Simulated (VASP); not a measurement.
# Ni (Fm-3m) in VASP: single point with LDA

Aim: the single point of Ni with LDA.

Program: VASP 6.6.1. These are calculated values, not measurements. Logs are shortened: lines on timing, memory, paths and dates and some standing lists are left out, and cuts for length are marked.

## (1) The cell of the first run

The structure is cubic, space group Fm-3m (No. 225). Conventional cell: a = 3.537 Å, b = 3.537 Å, c = 3.537 Å, α = 90.00°, β = 90.00°, γ = 90.00°. Ni (site symmetry m-3m) has 12 Ni at 2.50 Å within 3.3 Å.

## (2) Single point, LDA

File INCAR:

```
PREC     = Accurate       # precision mode
ENCUT    = 520            # plane-wave cutoff, eV
EDIFF    = 1E-6           # SCF threshold, eV
ISMEAR   = -1             # smearing method
SIGMA    = 0.1            # smearing width, eV
LREAL    = F              # projectors in reciprocal space
LASPH    = T              # aspherical terms in the spheres
NELM     = 80             # most SCF steps
ALGO     = Normal         # electronic algorithm
ISIF     = 2              # what is computed and relaxed
LWAVE    = F              # write WAVECAR
LCHARG   = F              # write CHGCAR
NBANDS   = 17             # bands
ISYM     = 0
```

File KPOINTS:

```
regular mesh
0
Gamma
  14 8 12
```

File POSCAR:

```
Ni
1.0
    0.0000000000     -1.7682700000     -1.7682700000
   -3.5365400000     -1.7682700000     -1.7682700000
    0.0000000000      1.7682700000     -1.7682700000
Ni
2
Direct
    0.0000000000      0.0000000000      0.0000000000
    0.0000000000      0.5000000000      0.5000000000
```

Potentials or basis: VASP PAW LDA potentials, release 64 (Ni).

Started as:

```bash
cat potpaw_LDA.64/Ni/POTCAR > POTCAR
mpirun -np 1 vasp_std > vasp.out
```

OUTCAR:

```text
PREC = Accurate
   ENCUT = 520
   EDIFF = 1E-6
   ISMEAR = -1
   LREAL = F
   LASPH = T
   NELM = 80
   ISIF = 2
   ISYM = 0

 ion  position               nearest neighbor table
   1  0.000  0.000  0.000-   2 2.50   2 2.50   2 2.50   2 2.50   2 2.50   2 2.50   2 2.50   2 2.50

   2  0.000  0.500  0.500-   1 2.50   1 2.50   1 2.50   1 2.50   1 2.50   1 2.50   1 2.50   1 2.50

IMPORTANT INFORMATION: All symmetrisations will be switched off!
NOSYMM: (Re-)initialisation of all symmetry stuff for point group C_1.

----------------------------------------------------------------------------------------

                                     Primitive cell

  volume of cell :      22.1160

  direct lattice vectors                    reciprocal lattice vectors
     0.000000000 -1.768270000 -1.768270000     0.282762248 -0.282762248 -0.282762248
    -3.536540000 -1.768270000 -1.768270000    -0.282762248  0.000000000  0.000000000
     0.000000000  1.768270000 -1.768270000     0.000000000  0.282762248 -0.282762248

  length of vectors
     2.500711416  4.331359227  2.500711416     0.489758580  0.282762248  0.399886206

  position of ions in fractional coordinates (direct lattice)
     0.000000000  0.000000000  0.000000000
     0.000000000  0.500000000  0.500000000

  ion indices of the primitive-cell ions
   primitive index   ion index
                 1           1
                 2           2

----------------------------------------------------------------------------------------

 KPOINTS: regular mesh

Automatic generation of k-mesh.
 Grid dimensions read from file:
 generate k-points for:   14    8   12

 Generating k-lattice:

  Cartesian coordinates                     Fractional coordinates (reciprocal lattice)
     0.020197303 -0.020197303 -0.020197303     0.071428571  0.000000000  0.000000000
    -0.035345281  0.000000000  0.000000000     0.000000000  0.125000000  0.000000000
     0.000000000  0.023563521 -0.023563521     0.000000000  0.000000000  0.083333333

  Length of vectors
     0.034982756  0.035345281  0.033323850

  Shift w.r.t. Gamma in fractional coordinates (k-lattice)
     0.000000000  0.000000000  0.000000000

 -----------------------------------------------------------------------------
|                                                                             |
|           W    W    AA    RRRRR   N    N  II  N    N   GGGG   !!!           |
|           W    W   A  A   R    R  NN   N  II  NN   N  G    G  !!!           |
|           W    W  A    A  R    R  N N  N  II  N N  N  G       !!!           |
|           W WW W  AAAAAA  RRRRR   N  N N  II  N  N N  G  GGG   !            |
|           WW  WW  A    A  R   R   N   NN  II  N   NN  G    G                |
[... 68 lines left out ...]
   NSW    =      0    number of steps for IOM
   IBRION =     -1    ionic relax: 0-MD 1-quasi-New 2-CG
   NFREE  =      0    steps in history (QN), initial steepest desc. (CG)
   ISIF   =      2    stress and relaxation
   ISYM   =      0    0-nonsym 1-usesym 2-fastsym
   POTIM  = 0.5000    time-step for ionic-motion
   TEBEG  =    0.0;   TEEND  =   0.0 temperature during run
   PSTRESS=    0.0 pullay stress
   NELECT =      20.0000    total number of electrons
   NUPDOWN=      -1.0000    fix difference up-down
   EMIN   =  10.00;   EMAX   =-10.00  energy-range for DOS
   EFERMI =   0.00;   METHOD = LEGACY
   ISMEAR =    -1;   SIGMA  =   0.10  broadening in eV -4-tet -1-fermi 0-gaus
   EFERMI_NEDOS =   21; number of points for ismear=-14 and -15
   IALGO  =     38    algorithm
   IMIX   =      4    mixing-type and parameters
     AMIX     =   0.40;   BMIX     =  1.00
     AMIX_MAG =   1.60;   BMIX_MAG =  1.00
  volume/ion in A,a.u.               =      11.06        74.62
  Fermi-wavevector in a.u.,A,eV,Ry     =   1.583129  2.991680 34.100239  2.506297
  Thomas-Fermi vector in A             =   2.682947
   LORBIT       =      0    0 simple, 1 ext, 2 COOP (PROOUT), +10 PAW based schemes
   GGA     = CA    functional components
   LHFCALC =     F    Hartree Fock is set to
   AEXX    =    0.0000 exact exchange contribution
   IVDW    =     0    specifies the selected vdW correction
   LEPSILON=     F    determine dielectric tensor
   LRPA    =     F    only Hartree local field effects (RPA)
 non-spin polarized calculation
  energy-cutoff  :      520.00
  volume of cell :       22.12
 maximum number of plane-waves:       613
   NGX =  9   NGY = 17   NGZ =  9

 number of electron      19.9999987 magnetization

 Free energy of the ion-electron system (eV)
  ---------------------------------------------------
  ext. energy  EPLUGINS =         0.00000000
  ---------------------------------------------------
  free energy    TOTEN  =       -13.03957057 eV

  energy without entropy =      -12.86116391  energy(sigma->0) =      -12.95036724

 E-fermi :   8.6636     XC(G=0): -13.5155

 val. band max:        8.6624943270   @ k =   0.1429   0.0000   0.1667
 cond. band min:       8.6639429781   @ k =  -0.0714   0.1250   0.0000
 fundamental gap:      0.0014486512
 Fermi energy:         8.6636255191

 k-point     1 :       0.0000    0.0000    0.0000
  band No.  band energies     occupation
      1      -0.0557      2.00000
      2       4.4752      2.00000
      3       5.0258      2.00000
      4       6.8129      2.00000
      5       6.8135      2.00000
      6       6.8137      2.00000
[... 457 lines left out ...]
      4       6.6525      2.00000
      5       6.9387      2.00000
      6       6.9429      2.00000
[... 9 lines left out ...]
     16      29.3331      0.00000
     17      30.3817      0.00000

 [... further k-points ...]

------------------------ aborting loop because EDIFF is reached ----------------------------------------

  FORCE on cell =-STRESS in cart. coord.  units (eV):
  Direction    XX          YY          ZZ          XY          YZ          ZX
  --------------------------------------------------------------------------------------
  -------------------------------------------------------------------------------------
  Total       -2.7249645     -2.7328712     -2.7328724     -0.0005073      0.0118687     -0.0005048
  in kB     -197.4084339   -197.9812324   -197.9813189     -0.0367512      0.8598173     -0.0365728
  external PRESSURE =    -197.7903284 kB  Pullay stress =       0.0000000 kB

 VOLUME and BASIS-vectors are now :
 -----------------------------------------------------------------------------
  energy-cutoff  :      520.00
  volume of cell :       22.12
      direct lattice vectors                 reciprocal lattice vectors
     0.000000000 -1.768270000 -1.768270000     0.282762248 -0.282762248 -0.282762248
    -3.536540000 -1.768270000 -1.768270000    -0.282762248  0.000000000  0.000000000
     0.000000000  1.768270000 -1.768270000     0.000000000  0.282762248 -0.282762248

 POSITION                                       TOTAL-FORCE (eV/Angst)
 -----------------------------------------------------------------------------------
      0.00000      0.00000      0.00000         0.000001      0.000000      0.000000
     -1.76827      0.00000     -1.76827        -0.000001     -0.000000     -0.000000
 -----------------------------------------------------------------------------------
    total drift:                                0.000002     -0.000001     -0.000001

  FREE ENERGIE OF THE ION-ELECTRON SYSTEM (eV)
  ---------------------------------------------------
  free  energy   TOTEN  =       -13.0395705727 eV

  energy  without entropy=      -12.8611639078  energy(sigma->0) =      -12.95036724
```

stdout:

```text
POSCAR found type information on POSCAR Ni
 POSCAR found :  1 types and       2 ions
 scaLAPACK will be used
 LDA part: xc-table for (Slater(with rela. corr.)+CA(PZ))
 , standard interpolation
 -----------------------------------------------------------------------------
|                                                                             |
|           W    W    AA    RRRRR   N    N  II  N    N   GGGG   !!!           |
|           W    W   A  A   R    R  NN   N  II  NN   N  G    G  !!!           |
|           W    W  A    A  R    R  N N  N  II  N N  N  G       !!!           |
|           W WW W  AAAAAA  RRRRR   N  N N  II  N  N N  G  GGG   !            |
|           WW  WW  A    A  R   R   N   NN  II  N   NN  G    G                |
|           W    W  A    A  R    R  N    N  II  N    N   GGGG   !!!           |
|                                                                             |
|     Your reciprocal lattice and k-lattice belong to different lattice       |
|     classes:                                                                |
|                                                                             |
|        The reciprocal lattice is simple tetragonal,                         |
|        whereas your k-lattice is simple monoclinic.                         |
|                                                                             |
|     Results are often still useful ...                                      |
|                                                                             |
 -----------------------------------------------------------------------------

 POSCAR, INCAR and KPOINTS ok, starting setup
 FFT: planning ... GRIDC
 FFT: planning ... GRID_SOFT
 FFT: planning ... GRID
 WAVECAR not read
 entering main loop
```

Wall time 3.3 min (1 thread of Intel Xeon Platinum 8175M at 2.50GHz (Skylake/Cascade Lake), shared host); peak memory 0.31 GiB.

What came out:

* Free energy: -13.0396 eV
* Pressure: -19.8 GPa
* Band gap on the k mesh: zero (bands 10 and 11 overlap by 0.67 eV)

Caveat: the cell stands under tension; the run has no spin polarisation, though such a crystal can be magnetic. Spin polarisation is off, so any magnetic state and its effect on volume and gap are missing.
